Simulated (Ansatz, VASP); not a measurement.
# LiCl: VASP beside Ansatz

File INCAR:

```
SYSTEM = LiCl
  PREC = Accurate
  ENCUT = 600
  EDIFF = 1E-6
  ISMEAR = -1
  SIGMA = 0.05
  LREAL = .FALSE.
  LASPH = .TRUE.
  NELM = 80
  ALGO = Normal
  ISIF = 3
  LWAVE = .FALSE.
  LCHARG = .FALSE.
  GGA = B5
  ALDAX = 1.0
  AGGAX = 1.0
  AGGAC = 1.0
  ALDAC = 0.0
  IVDW = 13
  VDW_S6 = 1.0
  VDW_S8 = 2.34076671
  VDW_A1 = 0.44488865
  VDW_A2 = 4.0933009
  IBRION = 2
  NSW = 80
  EDIFFG = -0.02
```

Contents of KPOINTS:

```
Automatic mesh
0
G
  9 9 9
  0 0 0
```

File POSCAR:

```
LiCl
1.0
    0.0000000000      2.5647700000      2.5647700000
    2.5647700000      0.0000000000      2.5647700000
    2.5647700000      2.5647700000      0.0000000000
Cl Li
1 1
Direct
    0.5000000000      0.5000000000      0.5000000000
    0.0000000000      0.0000000000      0.0000000000
```

File input.yaml:

```yaml
crystal:
  lattice:
    - [0.0, 2.56477, 2.56477]
    - [2.56477, 0.0, 2.56477]
    - [2.56477, 2.56477, 0.0]
  atoms:
    - { symbol: Cl, position: [0.5, 0.5, 0.5] }
    - { symbol: Li, position: [0.0, 0.0, 0.0] }
kpoints:
  mp_grid: { grid: [9, 9, 9] }
scf:
  occupations: { method: fermi_dirac, width: 0.05 }
hamiltonian:
  xc: blyp
  dispersion: d4
  pseudopotentials: { kind: all_electron, lapw: { basis_error: 0.001 } }
output:
  forces: true
  stress: true
relax:
  f_tol: 0.02
  max_steps: 60
  cell: {}
```

Alike in both runs: task relaxation of cell and atoms; functional BLYP; dispersion D4; k mesh 9 × 9 × 9; occupations fermi-dirac, width 0.05 eV; no spin polarisation.

|  | VASP | Ansatz |
| --- | --- | --- |
| version | VASP 6.6.1 | Ansatz 0.2.0 |
| potentials or method | VASP PAW PBE potentials, release 64 (Cl, Li_sv), cutoff 600 eV | all-electron LAPW, scalar-relativistic |

|  | VASP | Ansatz | Ansatz less VASP |
| --- | --- | --- | --- |
| relaxed volume (Å³/atom) | 16.57 | 16.61 | +0.044 |
| relaxed cell length with the largest relative difference (Å) | 3.605 | 3.609 | +0.0032 |

VASP's potentials were made for PBE, not for BLYP. Ansatz ran all-electron here, and VASP with PAW potentials.

Noted on VASP's run: the cutoff is short for stress, so the pressure is rough.
